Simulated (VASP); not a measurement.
ScAl: single point with PBEsol

Crystal: ScAl.

```
Sc Al
1.0
     3.37035    0.00000    0.00000
     0.00000    3.37035    0.00000
     0.00000    0.00000    3.37035
Sc Al
1 1
Direct
  0.50000 0.50000 0.50000
  0.00000 0.00000 0.00000
```

| Property | Result |
| --- | --- |
| Program | VASP 6.6.1 |
| Task | single point |
| Functional | PBEsol |
| Potentials or basis | VASP PAW PBE potentials, release 64 (Sc_sv, Al) |
| Cutoff | 520 eV |
| k mesh | 6 × 6 × 6 |
| Occupations | gaussian, width 0.05 eV |
| Spin | no spin polarisation |

```yaml
Pressure: -1.7 GPa
Band_gap_on_the_k_mesh: zero (band 7 reaches 6.24 eV, above the bottom of band 8 at 5.13 eV)
```

Levels at points of the mesh, in eV from the Fermi level:
```tsv
k point	band 3	band 4	band 5	band 6	band 7	band 8	band 9	band 10	band 11	band 12
(0.00, 0.00, 0.00)	-27.94	-27.94	-8.50	-0.71	-0.71	2.67	2.67	2.67	3.69	3.69
(0.50, 0.00, 0.00)	-27.92	-27.92	-5.71	-4.60	0.22	0.74	0.74	2.90	3.77	6.00
(0.50, 0.50, 0.00)	-28.09	-27.91	-4.75	-1.89	-1.89	-0.89	1.49	1.49	3.66	4.87
(0.50, 0.50, 0.50)	-28.07	-28.07	-2.59	-2.59	-2.59	-0.49	2.85	2.85	2.85	3.73
```

Run time: 20 s on 1 thread of Intel Xeon 8259CL, on a shared host, peak memory 0.16 GiB.

Caveat: the PAW data sets were made with another functional, which shifts forces and pressure a little.
